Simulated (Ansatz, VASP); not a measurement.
**NaF: VASP beside Ansatz**

File INCAR:

```
ALGO = Normal
EDIFF = 1E-6
ENCUT = 520
GGA = PS
ISIF = 2
ISMEAR = 0
LASPH = T
LCHARG = T
LELF = T
LREAL = F
LVHAR = T
LWAVE = F
NBANDS = 14
NELM = 80
PREC = Accurate
SIGMA = 0.05
```

File KPOINTS:

```
k-points
0
Gamma
  10 10 10
```

Contents of POSCAR:

```
NaF
1.0
    0.0000000000      2.3233000000      2.3233000000
    2.3233000000      0.0000000000      2.3233000000
    2.3233000000      2.3233000000      0.0000000000
Na F
1 1
Direct
    0.0000000000      0.0000000000      0.0000000000
    0.5000000000      0.5000000000      0.5000000000
```

Input for Ansatz:

```yaml
crystal:
  lattice:
    - [0.0, 2.3233, 2.3233]
    - [2.3233, 0.0, 2.3233]
    - [2.3233, 2.3233, 0.0]
  atoms:
    - { symbol: Na, position: [0.0, 0.0, 0.0] }
    - { symbol: F, position: [0.5, 0.5, 0.5] }
basis:
  ecutwfc: 420
kpoints:
  mp_grid: { grid: [10, 10, 10] }
hamiltonian:
  xc: pbesol
scf:
  occupations: { method: gaussian, width: 0.05 }
output:
  forces: true
  stress: true
  eigenvalues: true
  write_density: true
  write_potential: true
  elf: true
  volumetric_format: npy
```

Alike in both runs: task single point; functional PBEsol; k mesh 10 × 10 × 10; occupations gaussian, width 0.05 eV; no spin polarisation.

|  | VASP | Ansatz |
| --- | --- | --- |
| version | VASP 6.6.1 | Ansatz 0.2.0 |
| potentials or method | VASP PAW PBE potentials, release 64 (Na_pv, F), cutoff 520 eV | scalar-relativistic, plane waves, PAW |
| valence electrons in the cell | 14 | 16 |

```csv
,VASP,Ansatz,Ansatz less VASP
gap on the k mesh at the Fermi level (eV),6.12,6.14,+0.021
least direct gap on the mesh (eV),6.12,6.14,+0.021
pressure (GPa),-0.6,-0.5,+0.09
```

VASP's potentials were made for PBE, not for PBEsol. The functional is the same, so the differences come from potentials, cutoffs and numerics. VASP's potentials hold 14 valence electrons a cell and Ansatz's 16, so a difference there can come from the potentials and not from the codes.
